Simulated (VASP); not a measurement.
# TlH2 (P4_2/nmc) in VASP: a series of runs

Runs on TlH2. Level: PBE. Tasks: single point, relaxation of cell and atoms.

Program: VASP 6.6.1. These are calculated values, not measurements. Logs are shortened: lines on timing, memory, paths and dates and some standing lists are left out, and cuts for length are marked.

## 1. The cell of the first run

It takes space group P4_2/nmc (No. 137, tetragonal). Conventional cell: a = 3.936 Å, b = 3.936 Å, c = 5.756 Å, α = 90.00°, β = 90.00°, γ = 90.00°. Within 2.7 Å of Tl (site symmetry -4m2) lie 4 H at 2.07 Å. Within 2.7 Å of H (site symmetry 2mm) lie 2 Tl at 2.07 Å.

## 2. Single point, PBE

Input file INCAR:

```
SYSTEM = TlH2
ALGO = Normal ; EDIFF = 1E-7
ENCUT = 520 ; GGA = PE
ISIF = 2 ; ISMEAR = 0
LASPH = .TRUE. ; LCHARG = .FALSE.
LREAL = .FALSE. ; LWAVE = .FALSE.
NBANDS = 24 ; NELM = 80
PREC = Accurate ; SIGMA = 0.1
```

Input file KPOINTS:

```
k-points
0
G
  6 6 4
  0 0 0
```

Input file POSCAR:

```
TlH2
1.0
    3.9361647963      0.0000000000      0.0000000000
    0.0000000000      3.9361647963      0.0000000000
    0.0000000000      0.0000000000      5.7564373288
Tl H
2 4
Direct
    0.0000000000      0.0000000000      0.0000000000
    0.5000000000      0.5000000000      0.5000000000
    0.0000000000      0.5000000000      0.1119751642
    0.0000000000      0.5000000000      0.6119751642
    0.5000000000      0.0000000000      0.3880248358
    0.5000000000      0.0000000000      0.8880248358
```

Potentials or basis: VASP PAW PBE potentials, release 64 (Tl_d, H).

Run with:

```console
> cat potpaw_PBE.64/Tl_d/POTCAR potpaw_PBE.64/H/POTCAR > POTCAR
> mpirun -np 1 vasp_std > vasp.out
```

OUTCAR:

```text
SYSTEM = TlH2
   EDIFF = 1E-7
   ENCUT = 520
   GGA = PE
   ISIF = 2
   ISMEAR = 0
   LASPH = .TRUE.
   LREAL = .FALSE.
   NELM = 80
   PREC = Accurate

 ion  position               nearest neighbor table
   1  0.000  0.000  0.000-   3 2.07   6 2.07   3 2.07   6 2.07   2 4.00   2 4.00   2 4.00   2 4.00
                             2 4.00   2 4.00   2 4.00   2 4.00
   2  0.500  0.500  0.500-   4 2.07   5 2.07   5 2.07   4 2.07   1 4.00   1 4.00   1 4.00   1 4.00
                             1 4.00   1 4.00   1 4.00   1 4.00
   3  0.000  0.500  0.112-   1 2.07   1 2.07
   4  0.000  0.500  0.612-   2 2.07   2 2.07
   5  0.500  0.000  0.388-   2 2.07   2 2.07
   6  0.500  0.000  0.888-   1 2.07   1 2.07

  LATTYP: Found a simple tetragonal cell.
 ALAT       =     3.9361647963
 C/A-ratio  =     1.4624482527

  Lattice vectors:

 A1 = (   3.9361647963,   0.0000000000,   0.0000000000)
 A2 = (   0.0000000000,   3.9361647963,   0.0000000000)
 A3 = (   0.0000000000,   0.0000000000,   5.7564373288)

Analysis of symmetry for initial positions (statically):
=====================================================================
 Subroutine PRICEL returns:
 Original cell was already a primitive cell.

 Routine SETGRP: Setting up the symmetry group for a
 simple tetragonal supercell.

 Subroutine GETGRP returns: Found 16 space group operations
 (whereof  8 operations were pure point group operations)
 out of a pool of 16 trial point group operations.

The static configuration has the point symmetry D_2d.
 The point group associated with its full space group is D_4h.

Analysis of symmetry for dynamics (positions and initial velocities):
=====================================================================
 Subroutine PRICEL returns:
 Original cell was already a primitive cell.

 Routine SETGRP: Setting up the symmetry group for a
 simple tetragonal supercell.

 Subroutine GETGRP returns: Found 16 space group operations
 (whereof  8 operations were pure point group operations)
 out of a pool of 16 trial point group operations.

The dynamic configuration has the point symmetry D_2d.
 The point group associated with its full space group is D_4h.

 Subroutine INISYM returns: Found 16 space group operations
 (whereof  8 operations are pure point group operations),
 and found     1 'primitive' translations

----------------------------------------------------------------------------------------

                                     Primitive cell

  volume of cell :      89.1867

  direct lattice vectors                    reciprocal lattice vectors
     3.936164796  0.000000000  0.000000000     0.254054404  0.000000000  0.000000000
     0.000000000  3.936164796  0.000000000     0.000000000  0.254054404  0.000000000
     0.000000000  0.000000000  5.756437329     0.000000000  0.000000000  0.173718559

  length of vectors
     3.936164796  3.936164796  5.756437329     0.254054404  0.254054404  0.173718559

  position of ions in fractional coordinates (direct lattice)
     0.000000000  0.000000000  0.000000000
     0.500000000  0.500000000  0.500000000
     0.000000000  0.500000000  0.111975164
     0.000000000  0.500000000  0.611975164
     0.500000000  0.000000000  0.388024836
     0.500000000  0.000000000  0.888024836

  ion indices of the primitive-cell ions
   primitive index   ion index
                 1           1
                 2           2
                 3           3
                 4           4
                 5           5
                 6           6

----------------------------------------------------------------------------------------

 KPOINTS: k-points

Automatic generation of k-mesh.
 Grid dimensions read from file:
 generate k-points for:    6    6    4

 Generating k-lattice:

  Cartesian coordinates                     Fractional coordinates (reciprocal lattice)
     0.042342401  0.000000000  0.000000000     0.166666667  0.000000000  0.000000000
     0.000000000  0.042342401  0.000000000     0.000000000  0.166666667  0.000000000
     0.000000000  0.000000000  0.043429640     0.000000000  0.000000000  0.250000000

  Length of vectors
     0.042342401  0.042342401  0.043429640

  Shift w.r.t. Gamma in fractional coordinates (k-lattice)
     0.000000000  0.000000000  0.000000000

 Subroutine IBZKPT returns following result:
 ===========================================

 Found     30 irreducible k-points:

 Following reciprocal coordinates:
            Coordinates               Weight
  0.000000  0.000000  0.000000      1.000000
  0.166667  0.000000  0.000000      4.000000
  0.333333  0.000000  0.000000      4.000000
  0.500000  0.000000  0.000000      2.000000
  0.166667  0.166667  0.000000      4.000000
  0.333333  0.166667  0.000000      8.000000
[... 16 lines left out ...]
  0.333333  0.000000  0.500000      4.000000
  0.500000  0.000000  0.500000      2.000000
 [... further k-points ...]
   k-points           NKPTS =     30   k-points in BZ     NKDIM =     30   number of bands    NBANDS=     24
   number of dos      NEDOS =    301   number of ions     NIONS =      6
   total plane-waves  NPLWV =  43200
   dimension x,y,z NGX =    30 NGY =   30 NGZ =   48
   dimension x,y,z NGXF=    60 NGYF=   60 NGZF=   96
   ions per type =               2   4
   NGX,Y,Z   is equivalent  to a cutoff of  12.67, 12.67, 13.86 a.u.
   NGXF,Y,Z  is equivalent  to a cutoff of  25.34, 25.34, 27.72 a.u.
 SYSTEM =  TlH2
   PREC   = accura    normal or accurate (medium, high low for compatibility)
   ISTART =      0    job   : 0-new  1-cont  2-samecut
   ICHARG =      2    charge: 1-file 2-atom 10-const
   ISPIN  =      1    spin polarized calculation?
   LNONCOLLINEAR =      F non collinear calculations
   LSORBIT =      F    spin-orbit coupling
   LASPH  =      T    aspherical Exc in radial PAW
   ENCUT  =  520.0 eV  38.22 Ry    6.18 a.u.   7.32  7.32 10.70*2*pi/ulx,y,z
   NELM   =     80;   NELMIN=  2; NELMDL= -5     # of ELM steps
   EDIFF  = 0.1E-06   stopping-criterion for ELM
   LREAL  =      F    real-space projection
   EDIFFG = 0.1E-05   stopping-criterion for IOM
   NSW    =      0    number of steps for IOM
   IBRION =     -1    ionic relax: 0-MD 1-quasi-New 2-CG
   NFREE  =      0    steps in history (QN), initial steepest desc. (CG)
   ISIF   =      2    stress and relaxation
   ISYM   =      2    0-nonsym 1-usesym 2-fastsym
   POTIM  = 0.5000    time-step for ionic-motion
   TEBEG  =    0.0;   TEEND  =   0.0 temperature during run
   PSTRESS=    0.0 pullay stress
   NELECT =      30.0000    total number of electrons
   NUPDOWN=      -1.0000    fix difference up-down
   EMIN   =  10.00;   EMAX   =-10.00  energy-range for DOS
   EFERMI =   0.00;   METHOD = LEGACY
   ISMEAR =     0;   SIGMA  =   0.10  broadening in eV -4-tet -1-fermi 0-gaus
   EFERMI_NEDOS =   21; number of points for ismear=-14 and -15
   IALGO  =     38    algorithm
   IMIX   =      4    mixing-type and parameters
     AMIX     =   0.40;   BMIX     =  1.00
     AMIX_MAG =   1.60;   BMIX_MAG =  1.00
  volume/ion in A,a.u.               =      14.86       100.31
  Fermi-wavevector in a.u.,A,eV,Ry     =   1.138540  2.151530 17.636884  1.296274
  Thomas-Fermi vector in A             =   2.275245
   LORBIT       =      0    0 simple, 1 ext, 2 COOP (PROOUT), +10 PAW based schemes
   GGA     = PE    functional components
   LHFCALC =     F    Hartree Fock is set to
   AEXX    =    0.0000 exact exchange contribution
   IVDW    =     0    specifies the selected vdW correction
   LEPSILON=     F    determine dielectric tensor
   LRPA    =     F    only Hartree local field effects (RPA)
 non-spin polarized calculation
 Gauss-broadening in eV      SIGMA  =   0.10
  energy-cutoff  :      520.00
  volume of cell :       89.19
 maximum number of plane-waves:      2430
 NGX is ok and might be reduce to    30
   NGX = 15   NGY = 15   NGZ = 21

 number of electron      30.0000000 magnetization

 Free energy of the ion-electron system (eV)
  ---------------------------------------------------
  ext. energy  EPLUGINS =         0.00000000
  ---------------------------------------------------
  free energy    TOTEN  =       -14.69421357 eV

  energy without entropy =      -14.68154291  energy(sigma->0) =      -14.68787824

 E-fermi :   3.4646     XC(G=0):  -8.9178

 val. band max:        3.4540824821   @ k =   0.1667   0.1667   0.2500
 cond. band min:       3.4834760394   @ k =   0.1667   0.1667   0.0000
 fundamental gap:      0.0293935573
 Fermi energy:         3.4646010190

 k-point     1 :       0.0000    0.0000    0.0000
  band No.  band energies     occupation
      1      -8.4249      2.00000
      2      -8.2543      2.00000
      3      -8.1516      2.00000
      4      -7.9900      2.00000
      5      -7.9536      2.00000
      6      -7.9536      2.00000
[... 16 lines left out ...]
     23      10.1603      0.00000
     24      13.8321      0.00000

 k-point     2 :       0.1667    0.0000    0.0000
  band No.  band energies     occupation
      1      -8.3653      2.00000
      2      -8.2165      2.00000
      3      -8.1159      2.00000
      4      -7.9632      2.00000
      5      -7.9627      2.00000
      6      -7.9403      2.00000
[... 16 lines left out ...]
     23      11.2786      0.00000
     24      14.2626      0.00000

 k-point     3 :       0.3333    0.0000    0.0000
  band No.  band energies     occupation
      1      -8.2663      2.00000
      2      -8.1865      2.00000
      3      -8.0482      2.00000
      4      -7.9422      2.00000
      5      -7.9326      2.00000
      6      -7.9051      2.00000
[... 16 lines left out ...]
     23      13.8188      0.00000
     24      14.1116      0.00000
[... 514 lines left out ...]
 k-point    23 :       0.3333    0.0000    0.5000
  band No.  band energies     occupation
      1      -8.2540      2.00000
      2      -8.2328      2.00000
      3      -8.0266      2.00000
      4      -7.9979      2.00000
      5      -7.9003      2.00000
      6      -7.9001      2.00000
[... 16 lines left out ...]
     23      12.3548      0.00000
     24      13.9850      0.00000

 k-point    24 :       0.5000    0.0000    0.5000
  band No.  band energies     occupation
      1      -8.2308      2.00000
      2      -8.2308      2.00000
      3      -8.0342      2.00000
      4      -8.0342      2.00000
      5      -7.9121      2.00000
      6      -7.9121      2.00000
[... 16 lines left out ...]
     23      12.7265      0.00000
     24      12.7265      0.00000

 [... further k-points ...]

------------------------ aborting loop because EDIFF is reached ----------------------------------------

  FORCE on cell =-STRESS in cart. coord.  units (eV):
  Direction    XX          YY          ZZ          XY          YZ          ZX
  --------------------------------------------------------------------------------------
  -------------------------------------------------------------------------------------
  Total       -0.0494569     -0.0494569      0.0855774      0.0000000      0.0000000      0.0000000
  in kB       -0.8884585     -0.8884585      1.5373380      0.0000000      0.0000000      0.0000000
  external PRESSURE =      -0.0798597 kB  Pullay stress =       0.0000000 kB

 VOLUME and BASIS-vectors are now :
 -----------------------------------------------------------------------------
  energy-cutoff  :      520.00
  volume of cell :       89.19
      direct lattice vectors                 reciprocal lattice vectors
     3.936164796  0.000000000  0.000000000     0.254054404  0.000000000  0.000000000
     0.000000000  3.936164796  0.000000000     0.000000000  0.254054404  0.000000000
     0.000000000  0.000000000  5.756437329     0.000000000  0.000000000  0.173718559

 POSITION                                       TOTAL-FORCE (eV/Angst)
 -----------------------------------------------------------------------------------
      0.00000      0.00000      0.00000         0.000000      0.000000      0.000000
      1.96808      1.96808      2.87822        -0.000000      0.000000      0.000000
      0.00000      1.96808      0.64458         0.000000      0.000000      0.046542
      0.00000      1.96808      3.52280         0.000000      0.000000      0.046542
      1.96808      0.00000      2.23364        -0.000000      0.000000     -0.046542
      1.96808      0.00000      5.11186         0.000000      0.000000     -0.046542
 -----------------------------------------------------------------------------------
    total drift:                                0.000000      0.000000      0.000000

  FREE ENERGIE OF THE ION-ELECTRON SYSTEM (eV)
  ---------------------------------------------------
  free  energy   TOTEN  =       -14.6942135722 eV

  energy  without entropy=      -14.6815429111  energy(sigma->0) =      -14.68787824
```

Wall time 1.8 min (1 thread of Oxide Virtual Turin-like, shared host); peak memory 0.18 GiB.

Results:

| Property | Result |
| --- | --- |
| Free energy | -14.6942 eV |
| Pressure | 0.0 GPa |
| Largest force | 0.047 eV/Å |
| Band gap on the k mesh | zero (band 15 reaches 6.23 eV, above the bottom of band 16 at -0.58 eV) |

Forces on the atoms (eV/Å):
```
Tl   0.000  0.000  0.000
Tl   0.000  0.000  0.000
H    0.000  0.000  0.047
H    0.000  0.000  0.047
H    0.000  0.000 -0.047
H    0.000  0.000 -0.047
```

Caveat: spin-orbit coupling is left out, which moves the levels of the heavy elements.

## 3. Single point, PBE

Input file INCAR:

```
SYSTEM = TlH2
  PREC = Accurate
  ENCUT = 520
  EDIFF = 1E-6
  ISMEAR = 0
  SIGMA = 0.1
  LREAL = .False.
  LASPH = .True.
  NELM = 80
  ALGO = Normal
  ISIF = 2
  LWAVE = .False.
  LCHARG = .False.
  GGA = PE
  NBANDS = 24
```

Input file KPOINTS:

```
Automatic mesh
0
Gamma
  10 10 8
  0 0 0
```

POSCAR is that of step 2.

Potentials or basis: VASP PAW PBE potentials, release 64 (Tl_d, H).

Run with:

```console
> cat potpaw_PBE.64/Tl_d/POTCAR potpaw_PBE.64/H/POTCAR > POTCAR
> mpirun -np 1 vasp_std > vasp.out
```

It took 5.1 min on 1 thread of Oxide Virtual Turin-like, shared host; peak memory 0.29 GiB.

Results (log left out):

| Property | Result |
| --- | --- |
| Free energy | -14.7707 eV |
| Pressure | -0.1 GPa |
| Band gap on the k mesh | zero (band 15 reaches 6.23 eV, above the bottom of band 16 at -0.59 eV) |

Levels at points of the mesh, in eV from the Fermi level:
```tsv
k point	band 13	band 14	band 15	band 16	band 17	band 18
(0.00, 0.00, 0.00)	-3.56	-0.80	2.45	2.60	2.60	4.16
(0.50, 0.00, 0.00)	-3.72	-3.72	0.04	0.04	3.77	3.77
(0.50, 0.50, 0.00)	-4.84	-4.84	-2.73	-2.73	2.75	2.75
(0.00, 0.00, 0.50)	-1.24	-1.24	2.77	2.77	3.86	3.86
(0.50, 0.00, 0.50)	-4.81	-4.81	1.32	1.32	4.26	4.26
(0.50, 0.50, 0.50)	-4.05	-4.05	-4.05	-4.05	1.59	1.59
```

Caveat: spin-orbit coupling is left out, which moves the levels of the heavy elements.

[end of part 1 of 2]
